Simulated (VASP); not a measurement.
Input of a VASP 6.6.1 run:

Contents of INCAR:

```
PREC = Accurate ; ENCUT = 520
EDIFF = 1E-6 ; ISMEAR = -1
SIGMA = 0.05 ; LREAL = False
LASPH = True ; NELM = 150
ALGO = Normal ; ISIF = 2
LWAVE = False ; LCHARG = False
ISPIN = 2 ; MAGMOM = 4 4 0 0
LORBIT = 11 ; LMAXMIX = 4
NBANDS = 31
```

File KPOINTS:

```
regular mesh
0
Gamma
  9 9 5
```

Contents of POSCAR:

```
MnO
1.0
    3.3028704828      0.0000000000      0.0000000000
   -1.6514352414      2.8603697434      0.0000000000
    0.0000000000      0.0000000000      5.2755609885
Mn O
2 2
Direct
    0.6666666667      0.3333333333      0.5109600000
    0.3333333333      0.6666666667      0.0109600000
    0.6666666667      0.3333333333      0.8754700000
    0.3333333333      0.6666666667      0.3754700000
```

Potentials or basis: VASP PAW LDA potentials, release 64 (Mn_pv, O).

Command:

```console
$ cat potpaw_LDA.64/Mn_pv/POTCAR potpaw_LDA.64/O/POTCAR > POTCAR
$ mpirun -np 1 vasp_std > vasp.out
```

What does it give for the net moment?

9.21 μB per cell.

What does it give for the largest force?

0.621 eV/Å.

Estimate the site moments.

Mn +4.08; O +0.19 μB.

Predict the pressure.

-1.3 GPa.

Forces on the atoms (eV/Å):
```
Mn   0.000  0.000 -0.621
Mn   0.000  0.000 -0.621
O    0.000  0.000  0.621
O    0.000  0.000  0.621
```

Caveat: only a ferromagnetic start was run, and an antiferromagnetic order may lie lower in energy.
